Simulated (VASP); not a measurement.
Crystal: RbAu5.

```
CELL_PARAMETERS angstrom
5.93649 0.00000 0.00000
-2.96825 5.14115 0.00000
0.00000 0.00000 4.47944
ATOMIC_POSITIONS crystal
Rb 0.00000 0.00000 0.00000
Au 0.33333 0.66667 0.00000
Au 0.66667 0.33333 0.00000
Au 0.50000 0.00000 0.50000
Au 0.50000 0.50000 0.50000
Au 0.00000 0.50000 0.50000
```

| Property | Result |
| --- | --- |
| Program | VASP 6.6.1 |
| Task | relaxation of cell and atoms |
| Functional | LDA |
| Potentials or basis | VASP PAW LDA potentials, release 64 (Rb_sv, Au) |
| Cutoff | 600 eV |
| k mesh | 6 × 6 × 8 |
| Occupations | gaussian, width 0.1 eV |
| Spin | no spin polarisation |

At the start: pressure -8.0 GPa; volume 22.79 Å³/atom.

Question: How do energy, volume and symmetry change on relaxing?

Answer: Over 9 steps the energy falls by 57.8 meV/atom and the volume is 20.64 Å³/atom (-9.4 %); space group P6/mmm (No. 191, to 0.05 Å).

The path:
| step | energy change (eV) | largest force (eV/Å) | pressure (GPa) | volume (Å³) |
| --- | --- | --- | --- | --- |
| 1 | 0.0000 | 0.0000 | -7.97 | 136.71 |
| 2 | 0.0079 | 0.0000 | 11.39 | 115.50 |
| 3 | -0.3199 | 0.0000 | -0.27 | 125.35 |
| 4 | -0.3200 | 0.0000 | -0.07 | 125.13 |
| 5 | -0.3350 | 0.0000 | -0.01 | 124.55 |
| 6 | -0.3464 | 0.0000 | 0.26 | 123.52 |
| 7 | -0.3464 | 0.0000 | 0.24 | 123.57 |
| 8 | -0.3460 | 0.0000 | -0.40 | 124.23 |
| 9 | -0.3466 | 0.0000 | 0.00 | 123.82 |

Final structure:
```
Rb Au
1.0
     5.68756    0.00000    0.00000
    -2.84378    4.92557    0.00000
     0.00000    0.00000    4.41981
Rb Au
1 5
Direct
  0.00000 0.00000 0.00000
  0.33333 0.66667 0.00000
  0.66667 0.33333 0.00000
  0.50000 0.00000 0.50000
  0.50000 0.50000 0.50000
  0.00000 0.50000 0.50000
```
